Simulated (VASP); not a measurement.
Runs of VASP 6.6.1 on As. The structure is that of space group P6_3/mmc (No. 194), or close to it. The cells are those of the table. 

| cell | gap on the mesh (eV) | pressure (GPa) |
| --- | --- | --- |
| a = 3.133, b = 3.133, c = 5.654 Å, angles 90.0, 90.0, 120.0°, 2 atoms | none | (b) |
| a = 3.057, b = 3.057, c = 5.516 Å, angles 90.0, 90.0, 120.0°, 2 atoms | none | -2.0 |
| a = 2.891, b = 2.891, c = 5.217 Å, angles 90.0, 90.0, 120.0°, 2 atoms | none | (a) |
| a = 2.976, b = 2.976, c = 5.371 Å, angles 90.0, 90.0, 120.0°, 2 atoms | none | 3.1 |
| a = 2.934, b = 2.934, c = 5.295 Å, angles 90.0, 90.0, 120.0°, 2 atoms | none | 6.5 |

Alike in all rows: task single point; level BLYP; potentials or basis VASP PAW PBE potentials, release 64 (As); no spin polarisation; k mesh 14 × 14 × 7; cutoff (eV) 520; smearing fermi-dirac 0.1 eV.

Q: Estimate the missing entries.

A: (a) 10.8; (b) -5.3.

Caveats: the PAW data sets were made with another functional, which shifts forces and pressure a little.

A k mesh can miss the band edges, and the runs leave out spin-orbit coupling on As.

A gap of «none» marks levels without a gap at the run's occupations.
